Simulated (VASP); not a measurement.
# NaF (Fm-3m) in VASP: a series of runs

Aim: see how the results for NaF move with the level of theory and the settings. Levels: PBE, r2SCAN. Tasks: single point.

Everything below comes from runs of VASP 6.6.1. Logs are shortened: lines on timing, memory, paths and dates and some standing lists are left out, and cuts for length are marked.

### 1 The cell of the first run

The structure is cubic, space group Fm-3m (No. 225). The conventional cell has a = 4.594 Å, b = 4.594 Å, c = 4.594 Å, α = 90.00°, β = 90.00°, γ = 90.00°. Na (site symmetry m-3m) has 6 F at 2.30 Å within 3.0 Å. Within 3.0 Å of F (site symmetry m-3m) lie 6 Na at 2.30 Å.

### 2 Single point, PBE

File INCAR:

```
SYSTEM = NaF
PREC = Accurate ; ENCUT = 520
EDIFF = 1E-6 ; ISMEAR = -1
SIGMA = 0.02 ; LREAL = .False.
LASPH = .True. ; NELM = 100
ALGO = Normal ; ISIF = 2
LWAVE = .False. ; LCHARG = .True.
GGA = PE ; LELF = .True.
LVHAR = .True. ; NBANDS = 14
```

File KPOINTS:

```
Automatic mesh
0
Gamma
  10 10 10
  0 0 0
```

File POSCAR:

```
NaF
1.0
    0.0000000000      2.2972433055      2.2972433055
    2.2972433055      0.0000000000      2.2972433055
    2.2972433055      2.2972433055      0.0000000000
Na F
1 1
Direct
    0.0000000000      0.0000000000      0.0000000000
    0.5000000000      0.5000000000      0.5000000000
```

Potentials or basis: VASP PAW PBE potentials, release 64 (Na_pv, F).

The run is started by

```sh
$ cat potpaw_PBE.64/Na_pv/POTCAR potpaw_PBE.64/F/POTCAR > POTCAR
$ mpirun -np 1 vasp_std > vasp.out
```

OUTCAR:

```text
SYSTEM = NaF
   PREC = Accurate
   ENCUT = 520
   EDIFF = 1E-6
   ISMEAR = -1
   LREAL = .False.
   LASPH = .True.
   NELM = 100
   ISIF = 2
   GGA = PE

 ion  position               nearest neighbor table
   1  0.000  0.000  0.000-   2 2.30   2 2.30   2 2.30   2 2.30   2 2.30   2 2.30
   2  0.500  0.500  0.500-   1 2.30   1 2.30   1 2.30   1 2.30   1 2.30   1 2.30

  LATTYP: Found a face centered cubic cell.
 ALAT       =     4.5944866110

  Lattice vectors:

 A1 = (   0.0000000000,   2.2972433055,   2.2972433055)
 A2 = (   2.2972433055,   0.0000000000,   2.2972433055)
 A3 = (   2.2972433055,   2.2972433055,   0.0000000000)

Analysis of symmetry for initial positions (statically):
=====================================================================
 Subroutine PRICEL returns:
 Original cell was already a primitive cell.

 Routine SETGRP: Setting up the symmetry group for a
 face centered cubic supercell.

 Subroutine GETGRP returns: Found 48 space group operations
 (whereof 48 operations were pure point group operations)
 out of a pool of 48 trial point group operations.

The static configuration has the point symmetry O_h .

Analysis of symmetry for dynamics (positions and initial velocities):
=====================================================================
 Subroutine PRICEL returns:
 Original cell was already a primitive cell.

 Routine SETGRP: Setting up the symmetry group for a
 face centered cubic supercell.

 Subroutine GETGRP returns: Found 48 space group operations
 (whereof 48 operations were pure point group operations)
 out of a pool of 48 trial point group operations.

The dynamic configuration has the point symmetry O_h .

 Subroutine INISYM returns: Found 48 space group operations
 (whereof 48 operations are pure point group operations),
 and found     1 'primitive' translations

----------------------------------------------------------------------------------------

                                     Primitive cell

  volume of cell :      24.2466

  direct lattice vectors                    reciprocal lattice vectors
     0.000000000  2.297243305  2.297243305    -0.217652174  0.217652174  0.217652174
     2.297243305  0.000000000  2.297243305     0.217652174 -0.217652174  0.217652174
     2.297243305  2.297243305  0.000000000     0.217652174  0.217652174 -0.217652174

  length of vectors
     3.248792639  3.248792639  3.248792639     0.376984624  0.376984624  0.376984624

  position of ions in fractional coordinates (direct lattice)
     0.000000000  0.000000000  0.000000000
     0.500000000  0.500000000  0.500000000

  ion indices of the primitive-cell ions
   primitive index   ion index
                 1           1
                 2           2

----------------------------------------------------------------------------------------

 KPOINTS: Automatic mesh

Automatic generation of k-mesh.
 Grid dimensions read from file:
 generate k-points for:   10   10   10

 Generating k-lattice:

  Cartesian coordinates                     Fractional coordinates (reciprocal lattice)
    -0.021765217  0.021765217  0.021765217     0.100000000  0.000000000  0.000000000
     0.021765217 -0.021765217  0.021765217     0.000000000  0.100000000  0.000000000
     0.021765217  0.021765217 -0.021765217     0.000000000  0.000000000  0.100000000

  Length of vectors
     0.037698462  0.037698462  0.037698462

  Shift w.r.t. Gamma in fractional coordinates (k-lattice)
     0.000000000  0.000000000  0.000000000

 Subroutine IBZKPT returns following result:
 ===========================================

 Found     47 irreducible k-points:

 Following reciprocal coordinates:
            Coordinates               Weight
  0.000000  0.000000  0.000000      1.000000
  0.100000  0.000000  0.000000      8.000000
  0.200000  0.000000  0.000000      8.000000
  0.300000  0.000000  0.000000      8.000000
  0.400000  0.000000  0.000000      8.000000
  0.500000  0.000000  0.000000      4.000000
[... 16 lines left out ...]
  0.300000  0.300000  0.000000      6.000000
  0.400000  0.300000  0.000000     24.000000
 [... further k-points ...]
   k-points           NKPTS =     47   k-points in BZ     NKDIM =     47   number of bands    NBANDS=     14
   number of dos      NEDOS =    301   number of ions     NIONS =      2
   total plane-waves  NPLWV =  13824
   dimension x,y,z NGX =    24 NGY =   24 NGZ =   24
   dimension x,y,z NGXF=    48 NGYF=   48 NGZF=   48
   ions per type =               1   1
   NGX,Y,Z   is equivalent  to a cutoff of  12.28, 12.28, 12.28 a.u.
   NGXF,Y,Z  is equivalent  to a cutoff of  24.56, 24.56, 24.56 a.u.
 SYSTEM =  NaF
   PREC   = accura    normal or accurate (medium, high low for compatibility)
   ISTART =      0    job   : 0-new  1-cont  2-samecut
   ICHARG =      2    charge: 1-file 2-atom 10-const
   ISPIN  =      1    spin polarized calculation?
   LNONCOLLINEAR =      F non collinear calculations
   LSORBIT =      F    spin-orbit coupling
   LASPH  =      T    aspherical Exc in radial PAW
   ENCUT  =  520.0 eV  38.22 Ry    6.18 a.u.   6.04  6.04  6.04*2*pi/ulx,y,z
   NELM   =    100;   NELMIN=  2; NELMDL= -5     # of ELM steps
   EDIFF  = 0.1E-05   stopping-criterion for ELM
   LREAL  =      F    real-space projection
   EDIFFG = 0.1E-04   stopping-criterion for IOM
   NSW    =      0    number of steps for IOM
   IBRION =     -1    ionic relax: 0-MD 1-quasi-New 2-CG
   NFREE  =      0    steps in history (QN), initial steepest desc. (CG)
   ISIF   =      2    stress and relaxation
   ISYM   =      2    0-nonsym 1-usesym 2-fastsym
   POTIM  = 0.5000    time-step for ionic-motion
   TEBEG  =    0.0;   TEEND  =   0.0 temperature during run
   PSTRESS=    0.0 pullay stress
   NELECT =      14.0000    total number of electrons
   NUPDOWN=      -1.0000    fix difference up-down
   EMIN   =  10.00;   EMAX   =-10.00  energy-range for DOS
   EFERMI =   0.00;   METHOD = LEGACY
   ISMEAR =    -1;   SIGMA  =   0.02  broadening in eV -4-tet -1-fermi 0-gaus
   EFERMI_NEDOS =   21; number of points for ismear=-14 and -15
   IALGO  =     38    algorithm
   IMIX   =      4    mixing-type and parameters
     AMIX     =   0.40;   BMIX     =  1.00
     AMIX_MAG =   1.60;   BMIX_MAG =  1.00
  volume/ion in A,a.u.               =      12.12        81.81
  Fermi-wavevector in a.u.,A,eV,Ry     =   1.363224  2.576120 25.284786  1.858379
  Thomas-Fermi vector in A             =   2.489645
   LORBIT       =      0    0 simple, 1 ext, 2 COOP (PROOUT), +10 PAW based schemes
   GGA     = PE    functional components
   LHFCALC =     F    Hartree Fock is set to
   AEXX    =    0.0000 exact exchange contribution
   IVDW    =     0    specifies the selected vdW correction
   LEPSILON=     F    determine dielectric tensor
   LRPA    =     F    only Hartree local field effects (RPA)
 non-spin polarized calculation
  energy-cutoff  :      520.00
  volume of cell :       24.25
 maximum number of plane-waves:       666
   NGX = 13   NGY = 13   NGZ = 13

 number of electron      13.9999992 magnetization

 Free energy of the ion-electron system (eV)
  ---------------------------------------------------
  ext. energy  EPLUGINS =         0.00000000
  ---------------------------------------------------
  free energy    TOTEN  =        -8.54958209 eV

  energy without entropy =       -8.54958209  energy(sigma->0) =       -8.54958209

 E-fermi :  -1.4807     XC(G=0):  -9.2786

 val. band max:       -1.9700697867   @ k =   0.0000   0.0000   0.0000
 cond. band min:       4.4700354276   @ k =   0.0000   0.0000   0.0000
 fundamental gap:      6.4401052143
 Fermi energy:        -1.4806689214

 k-point     1 :       0.0000    0.0000    0.0000
  band No.  band energies     occupation
      1     -21.1878      2.00000
      2     -20.8410      2.00000
      3     -20.8410      2.00000
      4     -20.8410      2.00000
      5      -1.9701      2.00000
      6      -1.9701      2.00000
      7      -1.9701      2.00000
      8       4.4700      0.00000
      9      17.1905      0.00000
     10      17.1905      0.00000
     11      17.1905      0.00000
     12      20.1055      0.00000
     13      22.3124      0.00000
     14      22.3124      0.00000

 k-point     2 :       0.1000    0.0000    0.0000
  band No.  band energies     occupation
      1     -21.3184      2.00000
      2     -20.8422      2.00000
      3     -20.8422      2.00000
      4     -20.6963      2.00000
      5      -2.1733      2.00000
      6      -1.9963      2.00000
      7      -1.9962      2.00000
      8       4.8345      0.00000
      9      15.9020      0.00000
     10      17.3536      0.00000
     11      17.3536      0.00000
     12      21.5725      0.00000
     13      21.9193      0.00000
     14      21.9193      0.00000

 k-point     3 :       0.2000    0.0000    0.0000
  band No.  band energies     occupation
      1     -21.5108      2.00000
      2     -20.8455      2.00000
      3     -20.8455      2.00000
      4     -20.4668      2.00000
      5      -2.6413      2.00000
      6      -2.0641      2.00000
      7      -2.0641      2.00000
      8       5.7716      0.00000
      9      14.1379      0.00000
     10      17.7667      0.00000
     11      17.7667      0.00000
     12      21.3057      0.00000
     13      21.3058      0.00000
     14      22.8111      0.00000

 k-point     4 :       0.3000    0.0000    0.0000
  band No.  band energies     occupation
      1     -21.6668      2.00000
      2     -20.8495      2.00000
      3     -20.8495      2.00000
      4     -20.2640      2.00000
      5      -3.1343      2.00000
      6      -2.1468      2.00000
      7      -2.1468      2.00000
      8       6.9954      0.00000
      9      12.6395      0.00000
     10      18.1925      0.00000
     11      18.1925      0.00000
     12      21.0124      0.00000
     13      21.0124      0.00000
     14      22.6034      0.00000

 k-point     5 :       0.4000    0.0000    0.0000
  band No.  band energies     occupation
      1     -21.7655      2.00000
      2     -20.8527      2.00000
      3     -20.8527      2.00000
      4     -20.1266      2.00000
      5      -3.4874      2.00000
      6      -2.2126      2.00000
      7      -2.2126      2.00000
      8       8.2398      0.00000
      9      11.4098      0.00000
     10      18.3900      0.00000
     11      18.3900      0.00000
[... 276 lines left out ...]
 k-point    22 :      -0.2000    0.2000    0.0000
  band No.  band energies     occupation
      1     -21.6268      2.00000
      2     -20.8849      2.00000
      3     -20.8468      2.00000
      4     -20.2777      2.00000
      5      -3.0744      2.00000
      6      -2.3499      2.00000
      7      -2.1628      2.00000
      8       7.4307      0.00000
      9      12.7136      0.00000
     10      16.3533      0.00000
     11      19.3992      0.00000
     12      19.4472      0.00000
     13      21.0206      0.00000
     14      24.9727      0.00000

 k-point    23 :       0.3000    0.3000    0.0000
  band No.  band energies     occupation
      1     -21.4443      2.00000
      2     -20.8786      2.00000
      3     -20.8786      2.00000
      4     -20.4717      2.00000
      5      -3.0685      2.00000
      6      -2.2535      2.00000
      7      -2.2535      2.00000
      8       7.7853      0.00000
      9      12.5331      0.00000
     10      16.1791      0.00000
     11      17.8422      0.00000
     12      17.8422      0.00000
     13      24.0889      0.00000
     14      24.6030      0.00000

 k-point    24 :       0.4000    0.3000    0.0000
  band No.  band energies     occupation
      1     -21.4142      2.00000
      2     -20.8931      2.00000
      3     -20.8844      2.00000
      4     -20.4842      2.00000
      5      -3.1826      2.00000
      6      -2.3651      2.00000
      7      -2.3073      2.00000
      8       8.8012      0.00000
      9      11.9907      0.00000
     10      15.0368      0.00000
     11      17.9410      0.00000
     12      17.9881      0.00000
     13      23.8344      0.00000
     14      24.9938      0.00000

 [... further k-points ...]

------------------------ aborting loop because EDIFF is reached ----------------------------------------

  FORCE on cell =-STRESS in cart. coord.  units (eV):
  Direction    XX          YY          ZZ          XY          YZ          ZX
  --------------------------------------------------------------------------------------
  -------------------------------------------------------------------------------------
  Total        0.5289266      0.5289266      0.5289266      0.0000000      0.0000000      0.0000000
  in kB       34.9506278     34.9506278     34.9506278      0.0000000      0.0000000      0.0000000
  external PRESSURE =      34.9506278 kB  Pullay stress =       0.0000000 kB

 VOLUME and BASIS-vectors are now :
 -----------------------------------------------------------------------------
  energy-cutoff  :      520.00
  volume of cell :       24.25
      direct lattice vectors                 reciprocal lattice vectors
     0.000000000  2.297243305  2.297243305    -0.217652174  0.217652174  0.217652174
     2.297243305  0.000000000  2.297243305     0.217652174 -0.217652174  0.217652174
     2.297243305  2.297243305  0.000000000     0.217652174  0.217652174 -0.217652174

 POSITION                                       TOTAL-FORCE (eV/Angst)
 -----------------------------------------------------------------------------------
      0.00000      0.00000      0.00000        -0.000000      0.000000     -0.000000
      2.29724      2.29724      2.29724         0.000000     -0.000000      0.000000
 -----------------------------------------------------------------------------------
    total drift:                                0.000000     -0.000000      0.000000

  FREE ENERGIE OF THE ION-ELECTRON SYSTEM (eV)
  ---------------------------------------------------
  free  energy   TOTEN  =        -8.5495820936 eV

  energy  without entropy=       -8.5495820936  energy(sigma->0) =       -8.54958209
```

It took 10 s on 1 thread of Intel Xeon 6975P-C, shared host; peak memory 0.14 GiB.

Results:

```yaml
Free_energy: -8.5496 eV
Pressure: 3.5 GPa
Band_gap_on_the_k_mesh: 6.44 eV, direct
```

(Part 1 of 2 ends here.)
